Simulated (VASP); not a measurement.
Wanted: the native input for a VASP 6.6.1 run.

| Item | Value |
| --- | --- |
| Task | single point |
| Functional | PBEsol |
| Potentials or basis | VASP PAW PBE potentials, release 64 (V_sv, O) |
| Cutoff | 600 eV |
| k mesh | 12 × 8 × 8 |
| Occupations | gaussian, width 0.1 eV |
| Spin | collinear spin, ferromagnetic start |
| Starting moments | [0.87, 0.87, 0.0, 0.0, 0.0, 0.0] μB |
| Dipole correction | no |
| Further INCAR settings | ALGO = Normal; EDIFF = 1e-06; NBANDS = 38 |

The structure of VO2 lies in POSCAR:

```
VO2
1.0
    2.8022713414      0.0000000000      0.0000000000
    0.0000000000      4.5361466046      0.0000000000
    0.0000000000      0.0000000000      4.5361466046
V O
2 4
Direct
    0.0000000000      0.0000000000      0.0000000000
    0.5000000000      0.5000000000      0.5000000000
    0.0000000000      0.2989300368      0.2989300368
    0.5000000000      0.7989300368      0.2010699632
    0.0000000000      0.7010699632      0.7010699632
    0.5000000000      0.2010699632      0.7989300368
```

These files were run (other wordings do the same):

INCAR

```
SYSTEM = VO2
PREC = Accurate
ENCUT = 600
EDIFF = 1E-6
ISMEAR = 0
SIGMA = 0.1
LREAL = .False.
LASPH = .True.
NELM = 200
ALGO = Normal
ISIF = 2
LWAVE = .False.
LCHARG = .False.
ISPIN = 2
MAGMOM = 0.87 0.87 0 0 0 0
LORBIT = 11
LMAXMIX = 4
GGA = PS
NBANDS = 38
GGA_COMPAT = .False.
```

KPOINTS

```
regular mesh
0
Gamma
  12 8 8
  0 0 0
```

Potentials or basis: VASP PAW PBE potentials, release 64 (V_sv, O).

Launch:

```bash
$ cat potpaw_PBE.64/V_sv/POTCAR potpaw_PBE.64/O/POTCAR > POTCAR
$ mpirun -np 1 vasp_std > vasp.out
```

It gave:

```json
{
  "Pressure": "0.3 GPa",
  "Largest force": "0.025 eV/Å",
  "Band gap on the k mesh": "zero (filled and empty bands overlap)",
  "Net moment": "1.98 μB per cell",
  "Site moments": "V +1.01; O -0.04 μB",
  "Valence electrons inside the program's atomic spheres": "V 11.62; O 5.04"
}
```

Caveat: the PAW data sets were made with another functional, which shifts forces and pressure a little; semilocal functionals often make such compounds metallic where correlation or magnetic order opens a gap, which also shifts bond lengths.

It took 3.4 min on 1 thread of Intel(R) Xeon(R) 6975P-C (Granite Rapids), with other jobs on the host, peak memory 0.47 GiB.
